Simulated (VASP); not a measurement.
Set up this calculation in VASP 6.6.1, as the native input.

| Quantity | Value |
| --- | --- |
| Task | single point |
| Functional | PBEsol |
| Potentials or basis | VASP PAW PBE potentials, release 64 (Nb_sv) |
| Cutoff | 520 eV |
| k mesh | 11 × 11 × 1 |
| Occupations | fermi-dirac, width 0.05 eV |
| Spin | no spin polarisation |
| Dipole correction | yes |
| Further INCAR settings | ALGO = Normal; EDIFF = 1e-06; NBANDS = 40 |

The structure of Nb lies in POSCAR:

```
Nb
1.0
    3.2726221427      0.0000000000      0.0000000000
    0.0000000000      3.2726221427      0.0000000000
    0.0000000000      0.0000000000     22.5452000000
Nb
5
Direct
    0.0000000000      0.0000000000      0.3638807330
    0.5000000000      0.5000000000      0.4260712056
    0.0000000000      0.0000000000      0.5000000242
    0.5000000000      0.5000000000      0.5739287874
    0.0000000000      0.0000000000      0.6361192498
```

One way to write it, as run:

INCAR

```
SYSTEM = Nb
ALGO = Normal
DIPOL = 0.5 0.5 0.500
EDIFF = 1E-6
ENCUT = 520
GGA = PS
IDIPOL = 3
ISIF = 2
ISMEAR = -1
LASPH = .True.
LCHARG = .False.
LDIPOL = .True.
LREAL = .False.
LWAVE = .False.
NBANDS = 40
NELM = 60
PREC = Accurate
SIGMA = 0.05
```

KPOINTS

```
k-points
0
Gamma
  11 11 1
  0 0 0
```

Potentials or basis: VASP PAW PBE potentials, release 64 (Nb_sv).

Run with:

```bash
$ cat potpaw_PBE.64/Nb_sv/POTCAR > POTCAR
$ mpirun -np 1 vasp_std > vasp.out
```

It gave:

```json
{
  "Largest force": "0.014 eV/Å"
}
```

Caveat: the PAW data sets were made with another functional, which shifts forces and pressure a little.

Wall time 2.9 min on 1 thread of Intel(R) Xeon(R) 6975P-C (Granite Rapids), with other jobs on the host, peak memory 0.38 GiB.
